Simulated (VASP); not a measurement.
# SiNi2 (P-3m1) in VASP: single point with r2SCAN

Aim: the single point of SiNi2 with r2SCAN.

Program: VASP 6.6.1. These are calculated values, not measurements. Logs are shortened: lines on timing, memory, paths and dates and some standing lists are left out, and cuts for length are marked.

## (1) The cell of the first run

It takes space group P-3m1 (No. 164, trigonal). The conventional cell has a = 3.870 Å, b = 3.870 Å, c = 4.927 Å, α = 90.00°, β = 90.00°, γ = 120.00°. Si (site symmetry 3m) has 11 Ni at 2.24 to 2.57 Å within 3.0 Å. Within 3.3 Å of Ni (site symmetry -3m) lie 8 Ni at 2.46 to 2.57 Å and 6 Si at 2.54 Å. Ni (site symmetry -3m) has 8 Ni at 2.46 to 2.53 Å and 6 Si at 2.57 Å within 3.3 Å. Within 3.0 Å of Ni (site symmetry 3m) lie 5 Si at 2.24 to 2.47 Å and 6 Ni at 2.53 to 2.57 Å.

## (2) Single point, r2SCAN (mode 4 (121.0 1/cm) frozen in, largest displacement +0.037 Å)

Input file POSCAR:

```
SiNi2
1.0
    3.8695455034      0.0000000000      0.0000000000
   -1.9347727517      3.3511247070      0.0000000000
    0.0000000000      0.0000000000      4.9268111706
Si Ni
2 4
Direct
    0.3333333333      0.6666666667      0.7567930481
    0.6666666667      0.3333333333      0.2432069519
    0.0000000000      0.0000000000      0.0000000000
    0.0000000000      0.0000000000      0.5000000000
    0.3333333333      0.6666666667      0.2576114141
    0.6666666667      0.3333333333      0.7423885859
```

Input file INCAR.step1:

```
PREC = Accurate
ENCUT = 520
ISMEAR = 0
SIGMA = 0.15
LREAL = False
LASPH = True
NELM = 80
NBANDS = 33
GGA = PE
ALGO = Normal
EDIFF = 1E-4
LWAVE = True
LCHARG = False
```

Input file INCAR.step2:

```
PREC = Accurate
ENCUT = 520
EDIFF = 1E-7
ISMEAR = 0
SIGMA = 0.15
LREAL = False
LASPH = True
NELM = 80
ALGO = Normal
ISIF = 2
LWAVE = False
LCHARG = False
METAGGA = R2SCAN
LMIXTAU = True
NBANDS = 33
ISTART = 1
```

Input file KPOINTS:

```
regular mesh
0
Gamma
  12 12 10
```

Potentials or basis: VASP PAW PBE potentials, release 64 (Si, Ni).

Command:

```sh
cat potpaw_PBE.64/Si/POTCAR potpaw_PBE.64/Ni/POTCAR > POTCAR
cp INCAR.step1 INCAR
mpirun -np 1 vasp_std > vasp.out
cp INCAR.step2 INCAR
mpirun -np 1 vasp_std > vasp.out
```

OUTCAR:

```text
PREC = Accurate
   ENCUT = 520
   EDIFF = 1E-7
   ISMEAR = 0
   LREAL = False
   LASPH = True
   NELM = 80
   ISIF = 2
   METAGGA = R2SCAN
   ISTART = 1

 ion  position               nearest neighbor table
   1  0.333  0.667  0.757-   6 2.24   6 2.24   6 2.24   5 2.46   5 2.47   3 2.54   3 2.54   3 2.54
                             4 2.57   4 2.57   4 2.57
   2  0.667  0.333  0.243-   5 2.24   5 2.24   5 2.24   6 2.46   6 2.47   3 2.54   3 2.54   3 2.54
                             4 2.57   4 2.57   4 2.57
   3  0.000  0.000  0.000-   4 2.46   4 2.46   1 2.54   2 2.54   1 2.54   2 2.54   2 2.54   1 2.54
                             6 2.57   5 2.57   6 2.57   5 2.57   6 2.57   5 2.57
   4  0.000  0.000  0.500-   3 2.46   3 2.46   6 2.53   5 2.53   5 2.53   6 2.53   6 2.53   5 2.53
                             1 2.57   2 2.57   1 2.57   2 2.57   1 2.57   2 2.57
   5  0.333  0.667  0.258-   2 2.24   2 2.24   2 2.24   1 2.46   1 2.47   4 2.53   4 2.53   4 2.53
                             3 2.57   3 2.57   3 2.57
   6  0.667  0.333  0.742-   1 2.24   1 2.24   1 2.24   2 2.46   2 2.47   4 2.53   4 2.53   4 2.53
                             3 2.57   3 2.57   3 2.57

  LATTYP: Found a hexagonal cell.
 ALAT       =     3.8695455034
 C/A-ratio  =     1.2732273509

  Lattice vectors:

 A1 = (   3.8695455034,   0.0000000000,   0.0000000000)
 A2 = (  -1.9347727517,   3.3511247070,   0.0000000000)
 A3 = (   0.0000000000,   0.0000000000,   4.9268111706)

Analysis of symmetry for initial positions (statically):
=====================================================================
 Subroutine PRICEL returns:
 Original cell was already a primitive cell.

 Routine SETGRP: Setting up the symmetry group for a
 hexagonal supercell.

 Subroutine GETGRP returns: Found 12 space group operations
 (whereof 12 operations were pure point group operations)
 out of a pool of 24 trial point group operations.

The static configuration has the point symmetry D_3d.

Analysis of symmetry for dynamics (positions and initial velocities):
=====================================================================
 Subroutine PRICEL returns:
 Original cell was already a primitive cell.

 Routine SETGRP: Setting up the symmetry group for a
 hexagonal supercell.

 Subroutine GETGRP returns: Found 12 space group operations
 (whereof 12 operations were pure point group operations)
 out of a pool of 24 trial point group operations.

The dynamic configuration has the point symmetry D_3d.

 Subroutine INISYM returns: Found 12 space group operations
 (whereof 12 operations are pure point group operations),
 and found     1 'primitive' translations

----------------------------------------------------------------------------------------

                                     Primitive cell

  volume of cell :      63.8876

  direct lattice vectors                    reciprocal lattice vectors
     3.869545503  0.000000000  0.000000000     0.258428283  0.149203639  0.000000000
    -1.934772752  3.351124707  0.000000000     0.000000000  0.298407277  0.000000000
     0.000000000  0.000000000  4.926811171     0.000000000  0.000000000  0.202971043

  length of vectors
     3.869545503  3.869545503  4.926811171     0.298407277  0.298407277  0.202971043

  position of ions in fractional coordinates (direct lattice)
     0.333333333  0.666666667  0.756793048
     0.666666667  0.333333333  0.243206952
     0.000000000  0.000000000  0.000000000
     0.000000000  0.000000000  0.500000000
     0.333333333  0.666666667  0.257611414
     0.666666667  0.333333333  0.742388586

  ion indices of the primitive-cell ions
   primitive index   ion index
                 1           1
                 2           2
                 3           3
                 4           4
                 5           5
                 6           6

----------------------------------------------------------------------------------------

 KPOINTS: regular mesh

Automatic generation of k-mesh.
 Grid dimensions read from file:
 generate k-points for:   12   12   10

 Generating k-lattice:

  Cartesian coordinates                     Fractional coordinates (reciprocal lattice)
     0.021535690  0.012433637  0.000000000     0.083333333  0.000000000  0.000000000
     0.000000000  0.024867273  0.000000000     0.000000000  0.083333333  0.000000000
     0.000000000  0.000000000  0.020297104     0.000000000  0.000000000  0.100000000

  Length of vectors
     0.024867273  0.024867273  0.020297104

  Shift w.r.t. Gamma in fractional coordinates (k-lattice)
     0.000000000  0.000000000  0.000000000

 Subroutine IBZKPT returns following result:
 ===========================================

 Found    162 irreducible k-points:

 Following reciprocal coordinates:
            Coordinates               Weight
  0.000000  0.000000  0.000000      1.000000
  0.083333  0.000000  0.000000      6.000000
  0.166667  0.000000  0.000000      6.000000
  0.250000 -0.000000  0.000000      6.000000
  0.333333  0.000000  0.000000      6.000000
  0.416667  0.000000  0.000000      6.000000
[... 16 lines left out ...]
  0.166667  0.000000  0.100000      6.000000
  0.000000  0.166667  0.100000      6.000000
 [... further k-points ...]
   k-points           NKPTS =    162   k-points in BZ     NKDIM =    162   number of bands    NBANDS=     33
   number of dos      NEDOS =    301   number of ions     NIONS =      6
   total plane-waves  NPLWV =  36000
   dimension x,y,z NGX =    30 NGY =   30 NGZ =   40
   dimension x,y,z NGXF=    60 NGYF=   60 NGZF=   80
   ions per type =               2   4
   NGX,Y,Z   is equivalent  to a cutoff of  12.89, 12.89, 13.50 a.u.
   NGXF,Y,Z  is equivalent  to a cutoff of  25.78, 25.78, 26.99 a.u.
 SYSTEM =  unknown system
   PREC   = accura    normal or accurate (medium, high low for compatibility)
   ISTART =      1    job   : 0-new  1-cont  2-samecut
   ICHARG =      0    charge: 1-file 2-atom 10-const
   ISPIN  =      1    spin polarized calculation?
   LNONCOLLINEAR =      F non collinear calculations
   LSORBIT =      F    spin-orbit coupling
   LASPH  =      T    aspherical Exc in radial PAW
   ENCUT  =  520.0 eV  38.22 Ry    6.18 a.u.   7.19  7.19  9.16*2*pi/ulx,y,z
   NELM   =     80;   NELMIN=  2; NELMDL=  0     # of ELM steps
   EDIFF  = 0.1E-06   stopping-criterion for ELM
   LREAL  =      F    real-space projection
   EDIFFG = 0.1E-05   stopping-criterion for IOM
   NSW    =      0    number of steps for IOM
   IBRION =     -1    ionic relax: 0-MD 1-quasi-New 2-CG
   NFREE  =      0    steps in history (QN), initial steepest desc. (CG)
   ISIF   =      2    stress and relaxation
   ISYM   =      2    0-nonsym 1-usesym 2-fastsym
   POTIM  = 0.5000    time-step for ionic-motion
   TEBEG  =    0.0;   TEEND  =   0.0 temperature during run
   PSTRESS=    0.0 pullay stress
   NELECT =      48.0000    total number of electrons
   NUPDOWN=      -1.0000    fix difference up-down
   EMIN   =  10.00;   EMAX   =-10.00  energy-range for DOS
   EFERMI =   0.00;   METHOD = LEGACY
   ISMEAR =     0;   SIGMA  =   0.15  broadening in eV -4-tet -1-fermi 0-gaus
   EFERMI_NEDOS =   21; number of points for ismear=-14 and -15
   IALGO  =     38    algorithm
   IMIX   =      4    mixing-type and parameters
     AMIX     =   0.40;   BMIX     =  1.00
     AMIX_MAG =   1.60;   BMIX_MAG =  1.00
  volume/ion in A,a.u.               =      10.65        71.86
  Fermi-wavevector in a.u.,A,eV,Ry     =   1.488275  2.812431 30.136380  2.214961
  Thomas-Fermi vector in A             =   2.601330
   LORBIT       =      0    0 simple, 1 ext, 2 COOP (PROOUT), +10 PAW based schemes
   METAGGA = R2SCAN    functional components
   LHFCALC =     F    Hartree Fock is set to
   AEXX    =    0.0000 exact exchange contribution
   IVDW    =     0    specifies the selected vdW correction
   LEPSILON=     F    determine dielectric tensor
   LRPA    =     F    only Hartree local field effects (RPA)
 non-spin polarized calculation
 Gauss-broadening in eV      SIGMA  =   0.15
  energy-cutoff  :      520.00
  volume of cell :       63.89
 maximum number of plane-waves:      1737
 NGX is ok and might be reduce to    30
   NGX = 15   NGY = 15   NGZ = 19

 number of electron      47.9999996 magnetization

 Free energy of the ion-electron system (eV)
  ---------------------------------------------------
  ext. energy  EPLUGINS =         0.00000000
  ---------------------------------------------------
  free energy    TOTEN  =       -68.26423630 eV

  energy without entropy =      -68.22618693  energy(sigma->0) =      -68.24521161

 E-fermi :  11.3404     XC(G=0): -14.1489

 val. band max:       11.3388708550   @ k =  -0.2500  -0.4167   0.1000
 cond. band min:      11.3467383825   @ k =   0.2500  -0.0000   0.4000
 fundamental gap:      0.0078675275
 Fermi energy:        11.3403644203

 k-point     1 :       0.0000    0.0000    0.0000
  band No.  band energies     occupation
      1      -2.0476      2.00000
      2       2.7269      2.00000
      3       4.4227      2.00000
      4       5.9082      2.00000
      5       5.9082      2.00000
      6       7.1689      2.00000
[... 25 lines left out ...]
     32      17.6023      0.00000
     33      20.2005      0.00000

 k-point     2 :       0.0833    0.0000    0.0000
  band No.  band energies     occupation
      1      -1.9522      2.00000
      2       2.7436      2.00000
      3       4.4906      2.00000
      4       5.8916      2.00000
      5       5.9571      2.00000
      6       6.8583      2.00000
[... 25 lines left out ...]
     32      18.1245      0.00000
     33      19.5087      0.00000
[... 754 lines left out ...]
     32      18.2756      0.00000
     33      19.3017      0.00000

 k-point    24 :       0.0000    0.1667    0.1000
  band No.  band energies     occupation
      1      -1.6058      2.00000
      2       2.4942      2.00000
      3       4.8185      2.00000
      4       5.8991      2.00000
      5       6.1079      2.00000
      6       6.4071      2.00000
[... 25 lines left out ...]
     32      18.3721      0.00000
     33      19.1915      0.00000

 [... further k-points ...]

------------------------ aborting loop because EDIFF is reached ----------------------------------------

  FORCE on cell =-STRESS in cart. coord.  units (eV):
  Direction    XX          YY          ZZ          XY          YZ          ZX
  --------------------------------------------------------------------------------------
  -------------------------------------------------------------------------------------
  Total        0.1473328      0.1473328      0.0944676     -0.0000000     -0.0000000      0.0000000
  in kB        3.6948220      3.6948220      2.3690644     -0.0000000     -0.0000000      0.0000000
  external PRESSURE =       3.2529028 kB  Pullay stress =       0.0000000 kB

 VOLUME and BASIS-vectors are now :
 -----------------------------------------------------------------------------
  energy-cutoff  :      520.00
  volume of cell :       63.89
      direct lattice vectors                 reciprocal lattice vectors
     3.869545503  0.000000000  0.000000000     0.258428283  0.149203639  0.000000000
    -1.934772752  3.351124707  0.000000000     0.000000000  0.298407277  0.000000000
     0.000000000  0.000000000  4.926811171     0.000000000  0.000000000  0.202971043

 POSITION                                       TOTAL-FORCE (eV/Angst)
 -----------------------------------------------------------------------------------
     -0.00000      2.23408      3.72858        -0.000000     -0.000000     -0.051075
      1.93477      1.11704      1.19823        -0.000000      0.000000      0.051075
      0.00000      0.00000      0.00000        -0.000000      0.000000      0.000000
      0.00000      0.00000      2.46341        -0.000000      0.000000      0.000000
     -0.00000      2.23408      1.26920         0.000000      0.000000     -0.113645
      1.93477      1.11704      3.65761        -0.000000     -0.000000      0.113645
 -----------------------------------------------------------------------------------
    total drift:                                0.000000     -0.000000     -0.000000

  FREE ENERGIE OF THE ION-ELECTRON SYSTEM (eV)
  ---------------------------------------------------
  free  energy   TOTEN  =       -68.2642362957 eV

  energy  without entropy=      -68.2261869334  energy(sigma->0) =      -68.24521161
```

Run time: 20 min. Hardware: 1 thread of AMD EPYC 9R45 (Zen 5), shared host; peak memory 0.36 GiB.

What came out:

```yaml
Free_energy: -68.2642 eV
Pressure: 0.3 GPa
Largest_force: 0.114 eV/Å
Band_gap_on_the_k_mesh: zero (band 24 reaches 14.38 eV, above the bottom of band 25 at 10.70 eV)
```

Forces in eV/Å, atoms in the order of the input:
```
Si   0.000  0.000 -0.051
Si   0.000  0.000  0.051
Ni   0.000  0.000  0.000
Ni   0.000  0.000  0.000
Ni   0.000  0.000 -0.114
Ni   0.000  0.000  0.114
```

Caveat: the cell differs from its parent crystal (mode 4 (121.0 1/cm) frozen in, largest displacement +0.037 Å); the PAW data sets were made with another functional, which shifts forces and pressure a little.
